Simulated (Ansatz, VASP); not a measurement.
TiN: VASP beside Ansatz

Contents of INCAR:

```
ALGO = Normal ; EDIFF = 1E-6
ENCUT = 600 ; GGA = PE
GGA_COMPAT = F ; ISIF = 2
ISMEAR = -1 ; LASPH = T
LCHARG = T ; LELF = T
LREAL = F ; LVHAR = T
LWAVE = F ; NBANDS = 16
NELM = 120 ; PREC = Accurate
SIGMA = 0.1
```

KPOINTS

```
k-points
0
Gamma
  9 9 9
```

Contents of POSCAR:

```
TiN
1.0
    2.9967190000      0.0000000000      0.0000000000
    1.4983595000      2.5952347820      0.0000000000
    1.4983595000      0.8650782607      2.4468108175
Ti N
1 1
Direct
    0.0000000000      0.0000000000      0.0000000000
    0.5000000000      0.5000000000      0.5000000000
```

Input for Ansatz:

```yaml
crystal:
  lattice:
    - [2.996719, 0.0, 0.0]
    - [1.4983595000000003, 2.5952347820034993, 0.0]
    - [1.4983595000000003, 0.8650782606678332, 2.446810817501154]
  atoms:
    - { symbol: Ti, position: [0.0, 0.0, 0.0] }
    - { symbol: "N", position: [0.49999999999999994, 0.5, 0.5] }
kpoints:
  mp_grid:
    grid: [9, 9, 9]
hamiltonian:
  xc: pbe
scf:
  convergence:
    dr2_threshold: 1.0e-07
  occupations:
    method: fermi_dirac
    width: 0.1
output:
  forces: true
  stress: true
```

Alike in both runs: task single point; functional PBE; k mesh 9 × 9 × 9; occupations fermi-dirac, width 0.1 eV; no spin polarisation.

```csv
,VASP,Ansatz
version,VASP 6.6.1,Ansatz 0.2.0
potentials or method,"VASP PAW PBE potentials, release 64 (Ti_sv, N)","plane waves, PAW"
plane-wave cutoff (eV),600,420
valence electrons in the cell,17,17
```

```tsv
	VASP	Ansatz	Ansatz less VASP
pressure (GPa)	2.2	1.8	-0.35
```

Ansatz's warnings: stress scf threshold loose.
